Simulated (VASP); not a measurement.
Wanted: the native input for a VASP 6.6.1 run.

| Quantity | Value |
| --- | --- |
| Task | single point |
| Functional | LDA |
| Potentials or basis | VASP PAW LDA potentials, release 64 (Al, O) |
| Cutoff | 520 eV |
| k mesh | 12 × 12 × 4 |
| Occupations | gaussian, width 0.05 eV |
| Spin | no spin polarisation |
| Dipole correction | no |
| Further INCAR settings | ALGO = Normal; EDIFF = 1e-06; NBANDS = 20 |

The structure of Al2O3 lies in POSCAR:

```
Al2O3
1.0
    2.7760839405      0.0000000000      0.0000000000
   -1.3880419702      2.4041592155      0.0000000000
    0.0000000000      0.0000000000      6.9686651220
Al O
2 3
Direct
    0.0000000000      0.0000000000      0.2779510000
    0.0000000000      0.0000000000      0.7220490000
    0.3333333333      0.6666666667      0.1994540000
    0.6666666667      0.3333333333      0.8005460000
    0.0000000000      0.0000000000      0.5000000000
```

This cell differs from its parent crystal: strain -0.080 along x and y, -0.080 along z.

The input as run:

INCAR

```
PREC = Accurate ; ENCUT = 520
EDIFF = 1E-6 ; ISMEAR = 0
SIGMA = 0.05 ; LREAL = False
LASPH = True ; NELM = 80
ALGO = Normal ; ISIF = 2
LWAVE = False ; LCHARG = False
NBANDS = 20
```

KPOINTS

```
Automatic mesh
0
Gamma
  12 12 4
```

Potentials or basis: VASP PAW LDA potentials, release 64 (Al, O).

The run is started by

```sh
$ cat potpaw_LDA.64/Al/POTCAR potpaw_LDA.64/O/POTCAR > POTCAR
$ mpirun -np 1 vasp_std > vasp.out
```

It gave:

* Pressure: 55.5 GPa
* Largest force: 3.004 eV/Å
* Band gap on the k mesh: 4.11 eV

Caveat: the cell differs from its parent crystal (strain -0.080 along x and y, -0.080 along z); the cell stands under pressure; forces of over 1 eV/Å act on the atoms, so gaps and moduli don't describe the material at rest.

Wall time 54 s on 1 thread of Intel Xeon 8259CL (shared host), peak memory 0.18 GiB.
